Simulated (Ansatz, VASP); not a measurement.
# One calculation of PbSe, two programs

Contents of POSCAR:

```
PbSe
1.0
    0.0000000000      3.0606500000      3.0606500000
    3.0606500000      0.0000000000      3.0606500000
    3.0606500000      3.0606500000      0.0000000000
Pb Se
1 1
Direct
    0.0000000000      0.0000000000      0.0000000000
    0.5000000000      0.5000000000      0.5000000000
```

Contents of INCAR.step1:

```
SYSTEM = PbSe
PREC = Accurate
ENCUT = 520
ISMEAR = -1
SIGMA = 0.05
LREAL = .FALSE.
LASPH = .TRUE.
NELM = 80
NBANDS = 17
GGA = PE
ALGO = Normal
EDIFF = 1E-4
LWAVE = .TRUE.
LCHARG = .FALSE.
```

Contents of INCAR.step2:

```
SYSTEM = PbSe
PREC = Accurate
ENCUT = 520
EDIFF = 1E-7
ISMEAR = -1
SIGMA = 0.05
LREAL = .FALSE.
LASPH = .TRUE.
NELM = 80
ALGO = Normal
ISIF = 2
LWAVE = .FALSE.
LCHARG = .FALSE.
METAGGA = R2SCAN
LMIXTAU = .TRUE.
NBANDS = 17
ISTART = 1
```

Contents of KPOINTS:

```
Automatic mesh
0
G
  4 4 4
  0 0 0
```

input.yaml

```yaml
crystal:
  lattice:
    - [0.0, 3.06065, 3.06065]
    - [3.06065, 0.0, 3.06065]
    - [3.06065, 3.06065, 0.0]
  atoms:
    - { symbol: Pb, position: [0.0, 0.0, 0.0] }
    - { symbol: Se, position: [0.5, 0.5, 0.5] }
hamiltonian:
  xc: r2scan
  pseudopotentials: { kind: paw }
kpoints:
  mp_grid: { grid: [4, 4, 4] }
scf:
  occupations: { method: fermi_dirac, width: 0.05 }
  n_extra_bands: 6
output:
  forces: true
  stress: true
  eigenvalues: true
  dos: { projected: true, de: 0.05, nscf_kmesh: { grid: [6, 6, 6] } }
  write_density: true
  write_potential: true
  elf: true
  volumetric_format: npy
```

Alike in both runs: functional r2SCAN; k mesh 4 × 4 × 4; occupations fermi-dirac, width 0.05 eV; no spin polarisation.

|  | VASP | Ansatz |
| --- | --- | --- |
| version | VASP 6.6.1 | Ansatz 0.2.0 |
| potentials or method | VASP PAW PBE potentials, release 64 (Pb_d, Se) | Ansatz PAW |
| plane-wave cutoff (eV) | 520 | 500 |
| valence electrons in the cell | 20 | 30 |
| task | single point | projected density of states |

```csv
,VASP,Ansatz,Ansatz less VASP
gap on the k mesh at the Fermi level (eV),0.58,0.57,-0.006
least direct gap on the mesh (eV),0.58,0.57,-0.006
pressure (GPa),1.6,1.6,-0.01
```

VASP's potentials were made for PBE, not for r2SCAN. VASP's potentials hold 20 valence electrons a cell and Ansatz's 30, so a difference there can come from the potentials and not from the codes.

The k mesh is coarse, so the values compare programs but aren't converged. Neither program's run includes spin-orbit coupling.
